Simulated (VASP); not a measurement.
# ZnCu (Pm) in VASP: single point with PBE

Aim: the single point of ZnCu with PBE.

Everything below comes from runs of VASP 6.6.1. Logs are shortened: lines on timing, memory, paths and dates and some standing lists are left out, and cuts for length are marked.

## (1) The cell of the first run

Symmetry: Pm, No. 6, monoclinic system. The conventional cell has a = 2.591 Å, b = 4.141 Å, c = 2.591 Å, α = 90.00°, β = 109.90°, γ = 90.00°. Within 3.3 Å of Zn (site symmetry m) lie 8 Cu at 2.39 to 3.25 Å and 6 Zn at 2.59 to 2.98 Å. Within 3.3 Å of Cu (site symmetry m) lie 8 Zn at 2.39 to 3.25 Å and 6 Cu at 2.59 to 2.98 Å.

## (2) Single point, PBE (all Cu atoms moved -0.500 Å, as atom 2 along Cartesian [1 1 0])

File INCAR:

```
ALGO = Normal
EDIFF = 1E-6
ENCUT = 700
GGA = PE
GGA_COMPAT = False
ISIF = 2
ISMEAR = 0
LASPH = True
LCHARG = False
LREAL = False
LWAVE = False
NBANDS = 22
NELM = 120
PREC = Accurate
SIGMA = 0.15
```

File KPOINTS:

```
k-points
0
Gamma
  20 20 12
```

File POSCAR:

```
ZnCu
1.0
    1.4880390000     -2.1212790000      0.0000000000
    1.4880390000      2.1212790000      0.0000000000
    0.0000000000      0.0000000000      4.1407460000
Zn Cu
1 1
Direct
    0.5000000000      0.5000000000      0.5000000000
   -0.0354634714     -0.2021333864      0.0000000000
```

Potentials or basis: VASP PAW PBE potentials, release 64 (Zn, Cu_sv_GW).

Command:

```console
$ cat potpaw_PBE.64/Zn/POTCAR potpaw_PBE.64/Cu_sv_GW/POTCAR > POTCAR
$ mpirun -np 1 vasp_std > vasp.out
```

OUTCAR:

```text
EDIFF = 1E-6
   ENCUT = 700
   GGA = PE
   ISIF = 2
   ISMEAR = 0
   LASPH = True
   LREAL = False
   NELM = 120
   PREC = Accurate

 ion  position               nearest neighbor table
   1  0.500  0.500  0.500-   2 2.39   2 2.39   2 2.75   2 2.75   2 2.79   2 2.79
   2  0.965  0.798  0.000-   1 2.39   1 2.39   1 2.75   1 2.75   1 2.79   1 2.79

  LATTYP: Found a base centered orthorhombic cell.
 ALAT       =     2.9760780000
 B/A-ratio  =     1.4255533625
 C/A-ratio  =     1.3913432376

  Lattice vectors:

 A1 = (   1.4880390000,  -2.1212790000,   0.0000000000)
 A2 = (   1.4880390000,   2.1212790000,   0.0000000000)
 A3 = (   0.0000000000,   0.0000000000,   4.1407460000)

Analysis of symmetry for initial positions (statically):
=====================================================================
 Subroutine PRICEL returns:
 Original cell was already a primitive cell.

 Routine SETGRP: Setting up the symmetry group for a
 base centered orthorhombic supercell.

 Subroutine GETGRP returns: Found  2 space group operations
 (whereof  2 operations were pure point group operations)
 out of a pool of  8 trial point group operations.

The static configuration has the point symmetry C_1h.

Analysis of symmetry for dynamics (positions and initial velocities):
=====================================================================
 Subroutine PRICEL returns:
 Original cell was already a primitive cell.

 Routine SETGRP: Setting up the symmetry group for a
 base centered orthorhombic supercell.

 Subroutine GETGRP returns: Found  2 space group operations
 (whereof  2 operations were pure point group operations)
 out of a pool of  8 trial point group operations.

The dynamic configuration has the point symmetry C_1h.

 Subroutine INISYM returns: Found  2 space group operations
 (whereof  2 operations are pure point group operations),
 and found     1 'primitive' translations

----------------------------------------------------------------------------------------

                                     Primitive cell

  volume of cell :      26.1409

  direct lattice vectors                    reciprocal lattice vectors
     1.488039000 -2.121279000  0.000000000     0.336012699 -0.235706854  0.000000000
     1.488039000  2.121279000  0.000000000     0.336012699  0.235706854  0.000000000
     0.000000000  0.000000000  4.140746000     0.000000000  0.000000000  0.241502377

  length of vectors
     2.591155082  2.591155082  4.140746000     0.410441536  0.410441536  0.241502377

  position of ions in fractional coordinates (direct lattice)
     0.500000000  0.500000000  0.500000000
[... 77 lines left out ...]
   NELM   =    120;   NELMIN=  2; NELMDL= -5     # of ELM steps
   EDIFF  = 0.1E-05   stopping-criterion for ELM
   LREAL  =      F    real-space projection
   EDIFFG = 0.1E-04   stopping-criterion for IOM
   NSW    =      0    number of steps for IOM
   IBRION =     -1    ionic relax: 0-MD 1-quasi-New 2-CG
   NFREE  =      0    steps in history (QN), initial steepest desc. (CG)
   ISIF   =      2    stress and relaxation
   ISYM   =      2    0-nonsym 1-usesym 2-fastsym
   POTIM  = 0.5000    time-step for ionic-motion
   TEBEG  =    0.0;   TEEND  =   0.0 temperature during run
   PSTRESS=    0.0 pullay stress
   NELECT =      31.0000    total number of electrons
   NUPDOWN=      -1.0000    fix difference up-down
   EMIN   =  10.00;   EMAX   =-10.00  energy-range for DOS
   EFERMI =   0.00;   METHOD = LEGACY
   ISMEAR =     0;   SIGMA  =   0.15  broadening in eV -4-tet -1-fermi 0-gaus
   EFERMI_NEDOS =   21; number of points for ismear=-14 and -15
   IALGO  =     38    algorithm
   IMIX   =      4    mixing-type and parameters
     AMIX     =   0.40;   BMIX     =  1.00
     AMIX_MAG =   1.60;   BMIX_MAG =  1.00
  volume/ion in A,a.u.               =      13.07        88.20
  Fermi-wavevector in a.u.,A,eV,Ry     =   1.732827  3.274568 40.854062  3.002689
  Thomas-Fermi vector in A             =   2.806929
   LORBIT       =      0    0 simple, 1 ext, 2 COOP (PROOUT), +10 PAW based schemes
   GGA     = PE    functional components
   LHFCALC =     F    Hartree Fock is set to
   AEXX    =    0.0000 exact exchange contribution
   IVDW    =     0    specifies the selected vdW correction
   LEPSILON=     F    determine dielectric tensor
   LRPA    =     F    only Hartree local field effects (RPA)
 non-spin polarized calculation
 Gauss-broadening in eV      SIGMA  =   0.15
  energy-cutoff  :      700.00
  volume of cell :       26.14
 maximum number of plane-waves:      1122
   NGX = 11   NGY = 11   NGZ = 17

 number of electron      30.9999998 magnetization

 Free energy of the ion-electron system (eV)
  ---------------------------------------------------
  ext. energy  EPLUGINS =         0.00000000
  ---------------------------------------------------
  free energy    TOTEN  =        -4.84180938 eV

  energy without entropy =       -4.83488952  energy(sigma->0) =       -4.83834945

 E-fermi :   5.3164     XC(G=0): -12.5441

 val. band max:        5.3160939720   @ k =   0.5000   0.2000   0.4167
 cond. band min:       5.3167758447   @ k =  -0.3000   0.2000   0.1667
 fundamental gap:      0.0006818728
 Fermi energy:         5.3163518890

 k-point     1 :       0.0000    0.0000    0.0000
  band No.  band energies     occupation
      1    -107.4987      2.00000
      2     -64.9546      2.00000
      3     -64.8379      2.00000
      4     -64.8104      2.00000
      5      -4.9374      2.00000
      6      -2.7734      2.00000
[... 589 lines left out ...]
     21      24.9653      0.00000
     22      26.3192      0.00000

 [... further k-points ...]

------------------------ aborting loop because EDIFF is reached ----------------------------------------

  FORCE on cell =-STRESS in cart. coord.  units (eV):
  Direction    XX          YY          ZZ          XY          YZ          ZX
  --------------------------------------------------------------------------------------
  -------------------------------------------------------------------------------------
  Total       -0.2616629     -0.1030471      0.8709370     -0.2027084      0.0000000      0.0000000
  in kB      -16.0373316     -6.3157630     53.3797640    -12.4240072      0.0000000      0.0000000
  external PRESSURE =      10.3422231 kB  Pullay stress =       0.0000000 kB

 VOLUME and BASIS-vectors are now :
 -----------------------------------------------------------------------------
  energy-cutoff  :      700.00
  volume of cell :       26.14
      direct lattice vectors                 reciprocal lattice vectors
     1.488039000 -2.121279000  0.000000000     0.336012699 -0.235706854  0.000000000
     1.488039000  2.121279000  0.000000000     0.336012699  0.235706854  0.000000000
     0.000000000  0.000000000  4.140746000     0.000000000  0.000000000  0.241502377

 POSITION                                       TOTAL-FORCE (eV/Angst)
 -----------------------------------------------------------------------------------
      1.48804      0.00000      2.07037        -0.856696      0.149333      0.000000
      2.62252     -0.35355      0.00000         0.856696     -0.149333      0.000000
 -----------------------------------------------------------------------------------
    total drift:                               -0.005898     -0.000191      0.000000

  FREE ENERGIE OF THE ION-ELECTRON SYSTEM (eV)
  ---------------------------------------------------
  free  energy   TOTEN  =        -4.8418093830 eV

  energy  without entropy=       -4.8348895240  energy(sigma->0) =       -4.83834945
```

OSZICAR:

```text
N       E                     dE             d eps       ncg     rms          rms(c)
DAV:   1     0.346474870704E+03    0.34647E+03   -0.21688E+04 92100   0.431E+03
DAV:   2     0.182599842907E+02   -0.32821E+03   -0.31091E+03 92498   0.935E+02
DAV:   3    -0.532044414030E+01   -0.23580E+02   -0.23364E+02 96288   0.277E+02
DAV:   4    -0.578124090920E+01   -0.46080E+00   -0.46063E+00 85364   0.254E+01
DAV:   5    -0.581021178090E+01   -0.28971E-01   -0.28970E-01 85052   0.569E+00    0.950E+00
DAV:   6    -0.603332968234E+01   -0.22312E+00   -0.17315E+01 90740   0.213E+02    0.776E+00
DAV:   7    -0.482391612002E+01    0.12094E+01   -0.47338E+00 83720   0.185E+02    0.279E+00
DAV:   8    -0.485603235026E+01   -0.32116E-01   -0.48087E-01102410   0.121E+01    0.134E+00
DAV:   9    -0.484180942212E+01    0.14223E-01   -0.52194E-02103258   0.997E+00    0.788E-02
DAV:  10    -0.484182717865E+01   -0.17757E-04   -0.11420E-03 96084   0.698E-01    0.366E-02
DAV:  11    -0.484181410336E+01    0.13075E-04   -0.85038E-05121438   0.455E-01    0.178E-02
DAV:  12    -0.484180938822E+01    0.47151E-05   -0.24472E-05101784   0.262E-01    0.444E-03
DAV:  13    -0.484180938300E+01    0.52196E-08   -0.56831E-07 40154   0.467E-02
   1 F= -.48418094E+01 E0= -.48383495E+01  d E =-.691986E-02
```

Wall time 9.5 min (1 thread of AMD EPYC 9R45 (Zen 5), shared host); peak memory 1.4 GiB.

What came out:

* Free energy: -4.8418 eV
* Pressure: 1.0 GPa
* Largest force: 0.870 eV/Å
* Band gap on the k mesh: zero (an odd number of electrons rules out a gap without spin polarisation)

Forces in eV/Å, atoms in the order of the input:
```
Zn  -0.857  0.149  0.000
Cu   0.857 -0.149  0.000
```

Stress tensor (GPa, compression positive):
```
-1.60 -1.24  0.00
-1.24 -0.63  0.00
 0.00  0.00  5.34
```

Levels at points of the mesh, in eV from the Fermi level:
| k point | band 14 | band 15 | band 16 | band 17 | band 18 | band 19 |
| --- | --- | --- | --- | --- | --- | --- |
| (0.00, 0.00, 0.00) | -2.50 | -2.41 | -1.63 | 2.14 | 14.50 | 15.79 |
| (0.50, 0.00, 0.00) | -2.49 | -2.19 | -0.73 | 6.35 | 6.44 | 7.06 |
| (0.00, 0.50, 0.00) | -2.55 | -2.19 | -0.61 | 4.89 | 5.70 | 8.26 |
| (0.50, 0.50, 0.00) | -1.82 | -1.71 | 1.27 | 6.47 | 6.47 | 6.84 |
| (0.00, 0.00, 0.50) | -2.59 | -2.49 | -2.40 | 11.29 | 11.66 | 16.07 |
| (0.50, 0.00, 0.50) | -2.29 | -2.15 | -1.34 | 1.22 | 2.43 | 14.31 |
| (0.00, 0.50, 0.50) | -2.17 | -2.01 | -0.83 | 0.88 | 2.09 | 13.88 |
| (0.50, 0.50, 0.50) | -1.82 | 0.36 | 1.34 | 2.45 | 3.98 | 8.01 |

Caveat: the cell differs from its parent crystal (all Cu atoms moved -0.500 Å, as atom 2 along Cartesian [1 1 0]).
